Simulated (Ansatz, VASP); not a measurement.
## HfO2: VASP beside Ansatz

The input INCAR:

```
  PREC = Accurate
  ENCUT = 520
  EDIFF = 1E-6
  ISMEAR = 0
  SIGMA = 0.05
  LREAL = F
  LASPH = T
  NELM = 100
  ALGO = Normal
  ISIF = 2
  LWAVE = F
  LCHARG = T
  GGA = PE
  LELF = T
  LVHAR = T
  NBANDS = 18
```

Contents of KPOINTS:

```
regular mesh
0
Gamma
  8 8 8
```

File POSCAR:

```
HfO2
1.0
    0.0000000000      2.5575000000      2.5575000000
    2.5575000000      0.0000000000      2.5575000000
    2.5575000000      2.5575000000      0.0000000000
Hf O
1 2
Direct
    0.0000000000      0.0000000000     -0.0829450770
    0.2500000000      0.2500000000      0.2500000000
    0.7500000000      0.7500000000      0.7500000000
```

Input for Ansatz:

```yaml
crystal:
  lattice:
    - [0.0, 2.5575, 2.5575]
    - [2.5575, 0.0, 2.5575]
    - [2.5575, 2.5575, 0.0]
  atoms:
    - { symbol: Hf, position: [0.0, 0.0, -0.082945077] }
    - { symbol: O, position: [0.25, 0.25, 0.25] }
    - { symbol: O, position: [0.75, 0.75, 0.75] }
basis:
  ecutwfc: 420
kpoints:
  mp_grid: { grid: [8, 8, 8] }
hamiltonian:
  xc: pbe
scf:
  occupations: { method: gaussian, width: 0.05 }
output:
  forces: true
  stress: true
  eigenvalues: true
```

Alike in both runs: task single point; functional PBE; k mesh 8 × 8 × 8; occupations gaussian, width 0.05 eV; no spin polarisation.

|  | VASP | Ansatz |
| --- | --- | --- |
| version | VASP 6.6.1 | Ansatz 0.2.0 |
| potentials or method | VASP PAW PBE potentials, release 64 (Hf_pv, O), cutoff 520 eV | scalar-relativistic, plane waves, PAW |
| valence electrons in the cell | 22 | 38 |

Ansatz gave:

```
gap on the k mesh at the Fermi level (eV)                     : 3.61
least direct gap on the mesh (eV)                             : 3.80
pressure (GPa)                                                : 7.1
traceless stress, the component that is largest in VASP (GPa) : 7.19
rms of the force components (eV/Å)                            : 1.088
```

Task: Estimate VASP's values.

Result: gap on the k mesh at the Fermi level (eV): 3.58; least direct gap on the mesh (eV): 3.78; pressure (GPa): 3.8; traceless stress, the component that is largest in VASP (GPa): 7.17; rms of the force components (eV/Å): 1.061.

Atom by atom the forces differ by 0.027 eV/Å (rms over components). VASP's potentials hold 22 valence electrons a cell and Ansatz's 38, so a difference there can come from the potentials and not from the codes.

Neither program's run includes spin-orbit coupling.
